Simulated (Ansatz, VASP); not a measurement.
## CuO in VASP and in Ansatz

POSCAR

```
CuO
1.0
    2.3129616560     -1.6902431073      0.0000000000
    2.3129616560      1.6902431073      0.0000000000
   -0.8489238166      0.0000000000      4.9910572484
Cu O
2 2
Direct
    0.4968000000      0.0032000000      0.5000000000
    0.0032000000      0.4968000000      0.0000000000
    0.4056000000      0.5714000000      0.7537000000
    0.5714000000      0.4056000000      0.2537000000
```

Contents of INCAR.step1:

```
PREC = Accurate ; ENCUT = 770
ISMEAR = -1 ; SIGMA = 0.05
LREAL = False ; LASPH = True
NELM = 120 ; NBANDS = 33
GGA = PE ; ALGO = Normal
EDIFF = 1E-5 ; LWAVE = True
LCHARG = False ; GGA_COMPAT = False
```

The input INCAR.step2:

```
PREC = Accurate ; ENCUT = 770
EDIFF = 1E-6 ; ISMEAR = -1
SIGMA = 0.05 ; LREAL = False
LASPH = True ; NELM = 120
ALGO = Normal ; ISIF = 2
LWAVE = False ; LCHARG = False
METAGGA = R2SCAN ; LMIXTAU = True
NBANDS = 33 ; ISTART = 1
GGA_COMPAT = False
```

KPOINTS

```
Automatic mesh
0
Gamma
  10 10 5
```

The input input.yaml:

```yaml
crystal:
  lattice:
    - [2.312961656, -1.6902431073, 0.0]
    - [2.312961656, 1.6902431073, 0.0]
    - [-0.8489238166, 0.0, 4.9910572484]
  atoms:
    - { symbol: Cu, position: [0.4968, 0.0032, 0.5] }
    - { symbol: Cu, position: [0.0032, 0.4968, 0.0] }
    - { symbol: O, position: [0.4056, 0.5714, 0.7537] }
    - { symbol: O, position: [0.5714, 0.4056, 0.2537] }
hamiltonian:
  xc: r2scan
  pseudopotentials: { kind: paw }
kpoints:
  mp_grid: { grid: [10, 10, 5] }
scf:
  occupations: { method: fermi_dirac, width: 0.05 }
output:
  forces: true
  stress: true
  eigenvalues: true
  write_density: true
  write_potential: true
  elf: true
  volumetric_format: npy
```

Alike in both runs: task single point; functional r2SCAN; k mesh 10 × 10 × 5; occupations fermi-dirac, width 0.05 eV; no spin polarisation.

|  | VASP | Ansatz |
| --- | --- | --- |
| version | VASP 6.6.1 | Ansatz 0.2.0 |
| potentials or method | VASP PAW PBE potentials, release 64 (Cu_sv_GW, O) | Ansatz PAW |
| plane-wave cutoff (eV) | 770 | 500 |
| valence electrons in the cell | 50 | 50 |

```csv
,VASP,Ansatz,Ansatz less VASP
gap on the k mesh at the Fermi level (eV),none,none,-
pressure (GPa),4.9,6.8,+1.89
"traceless stress, the component that is largest in VASP (GPa)",-2.25,-2.35,-0.095
rms of the force components (eV/Å),0.488,0.478,-0.0109
```

VASP's potentials were made for PBE, not for r2SCAN. Atom by atom the forces differ by 0.012 eV/Å (rms over components). A gap of «none» marks a metal or a gap that the smearing closes. With one functional, cell and mesh, what is left measures potentials, basis and numerics.
